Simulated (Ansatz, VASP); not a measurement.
**GeW: VASP beside Ansatz**

INCAR

```
  PREC = Accurate
  ENCUT = 520
  EDIFF = 1E-6
  ISMEAR = 0
  SIGMA = 0.028999999999999998
  LREAL = False
  LASPH = True
  NELM = 80
  ALGO = Normal
  ISIF = 2
  LWAVE = False
  LCHARG = False
  GGA = PE
  NBANDS = 21
```

File KPOINTS:

```
Automatic mesh
0
Gamma
  9 9 9
```

Contents of POSCAR:

```
GeW
1.0
    0.0000000000      2.5776100000      2.5776100000
    2.5776100000      0.0000000000      2.5776100000
    2.5776100000      2.5776100000      0.0000000000
Ge W
1 1
Direct
    0.5000000000      0.5000000000      0.5000000000
    0.0000000000      0.0000000000      0.0000000000
```

The input input.yaml:

```yaml
crystal:
  lattice:
    - [0.0, 2.57761, 2.57761]
    - [2.57761, 0.0, 2.57761]
    - [2.57761, 2.57761, 0.0]
  atoms:
    - { symbol: Ge, position: [0.5, 0.5, 0.5] }
    - { symbol: W, position: [0.0, 0.0, 0.0] }
hamiltonian:
  xc: pbe
  pseudopotentials: { kind: paw }
kpoints:
  mp_grid: { grid: [9, 9, 9] }
scf:
  occupations: { method: gaussian, width: 0.029 }
output:
  forces: true
  stress: true
  eigenvalues: true
  write_density: true
  write_potential: true
  elf: true
  volumetric_format: npy
```

Alike in both runs: task single point; functional PBE; k mesh 9 × 9 × 9; occupations gaussian, width 0.029 eV; no spin polarisation.

```csv
,VASP,Ansatz
version,VASP 6.6.1,Ansatz 0.2.0
potentials or method,"VASP PAW PBE potentials, release 64 (Ge_d, W_sv)",Ansatz PAW
plane-wave cutoff (eV),520,420
valence electrons in the cell,28,28
```

|  | VASP | Ansatz | Ansatz less VASP |
| --- | --- | --- | --- |
| gap on the k mesh at the Fermi level (eV) | none | none | - |
| pressure (GPa) | 0.4 | 0.2 | -0.23 |

A gap of «none» marks a metal or a gap that the smearing closes.

Neither program's run includes spin-orbit coupling.
